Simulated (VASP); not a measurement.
HfB2:

```
Hf B
1.0
     3.14000    0.00000    0.00000
    -1.57000    2.71932    0.00000
     0.00000    0.00000    3.48000
Hf B
1 2
Cartesian
  0.0000 0.0000 0.0000
  1.5700 0.9064 1.7400
  0.0000 1.8129 1.7400
```

Base run:

| Item | Value |
| --- | --- |
| Program | VASP 6.6.1 |
| Functional | PBEsol |
| Potentials or basis | VASP PAW PBE potentials, release 64 (Hf_pv, B) |
| Cutoff | 520 eV |
| k mesh | 10 × 10 × 8 |
| Occupations | fermi-dirac, width 0.05 eV |
| Spin | no spin polarisation |
| Hubbard terms | Hf d U = 6.0 eV |

Its results: band gap on the k mesh zero (band 8 reaches 9.10 eV, above the bottom of band 9 at 8.14 eV); pressure 13.5 GPa.

Question: The run is repeated on the same cell with these changes: hubbard terms from Hf d U = 6.0 eV to Hf d U = 4.0 eV. What comes out?

Answer: Band gap on the k mesh zero (band 8 reaches 8.76 eV, above the bottom of band 9 at 7.85 eV); pressure 7.3 GPa.

Caveats: the PAW data sets were made with another functional, which shifts forces and pressure a little; spin-orbit coupling is left out, which moves the levels of the heavy elements; U without spin polarisation on a metal has little footing; the U is typed as a test and isn't derived for this compound.
